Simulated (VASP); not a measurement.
Input of a VASP 6.6.1 run:

POSCAR

```
Ag
1.0
    3.0274641276      0.0000000000      0.0000000000
   -1.5137320638      2.6218608436      0.0000000000
    0.0000000000      0.0000000000      4.8960590827
Ag
2
Direct
    0.3333333333      0.6666666667      0.2500000000
    0.6666666667      0.3333333333      0.7500000000
```

File INCAR.step1:

```
PREC = Accurate
ENCUT = 520
ISMEAR = -1
SIGMA = 0.1
LREAL = False
LASPH = True
NELM = 80
NBANDS = 18
GGA = PE
ALGO = Normal
EDIFF = 1E-4
LWAVE = True
LCHARG = False
```

INCAR.step2

```
PREC = Accurate
ENCUT = 520
EDIFF = 1E-6
ISMEAR = -1
SIGMA = 0.1
LREAL = False
LASPH = True
NELM = 80
ALGO = Normal
ISIF = 2
LWAVE = False
LCHARG = True
METAGGA = R2SCAN
LMIXTAU = True
LELF = True
LVHAR = True
NBANDS = 18
ISTART = 1
```

KPOINTS

```
regular mesh
0
Gamma
  14 14 8
```

Potentials or basis: VASP PAW PBE potentials, release 64 (Ag).

Launch:

```console
$ cat potpaw_PBE.64/Ag/POTCAR > POTCAR
$ cp INCAR.step1 INCAR
$ mpirun -np 1 vasp_std > vasp.out
$ cp INCAR.step2 INCAR
$ mpirun -np 1 vasp_std > vasp.out
```

(1) What does it give for the pressure?

(2) What does it give for the band gap on the k mesh?

## Answers

(1) -8.4 GPa.

(2) zero (band 11 reaches 10.26 eV, above the bottom of band 12 at 3.16 eV).

Caveat: the PAW data sets were made with another functional, which shifts forces and pressure a little.
